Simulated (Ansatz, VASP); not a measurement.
## CaSe in VASP and in Ansatz

```
CELL_PARAMETERS angstrom
0.00000 2.93402 2.93402
2.93402 0.00000 2.93402
2.93402 2.93402 0.00000
ATOMIC_POSITIONS crystal
Ca 0.00000 0.00000 0.00000
Se 0.50000 0.50000 0.50000
```

Alike in both runs: functional PBEsol; k mesh 8 × 8 × 8; occupations gaussian, width 0.02 eV; no spin polarisation.

Ansatz relaxed the structure, and its values are those at the end. VASP's run is a single point on that final structure, the one shown.

|  | VASP | Ansatz |
| --- | --- | --- |
| version | VASP 6.6.1 | Ansatz 0.2.0 |
| potentials or method | VASP PAW PBE potentials, release 64 (Ca_sv, Se), cutoff 500 eV | scalar-relativistic, plane waves, PAW |
| valence electrons in the cell | 16 | 26 |

|  | VASP | Ansatz | Ansatz less VASP |
| --- | --- | --- | --- |
| gap on the k mesh at the Fermi level (eV) | 1.87 | 1.88 | +0.012 |
| least direct gap on the mesh (eV) | 2.84 | 2.85 | +0.011 |
| pressure (GPa) | 0.2 | 0.0 | -0.21 |

VASP's potentials were made for PBE, not for PBEsol, and Ansatz warns of the same on its side. With one functional, cell and mesh, what is left measures potentials, basis and numerics. VASP's potentials hold 16 valence electrons a cell and Ansatz's 26, so a difference there can come from the potentials and not from the codes.
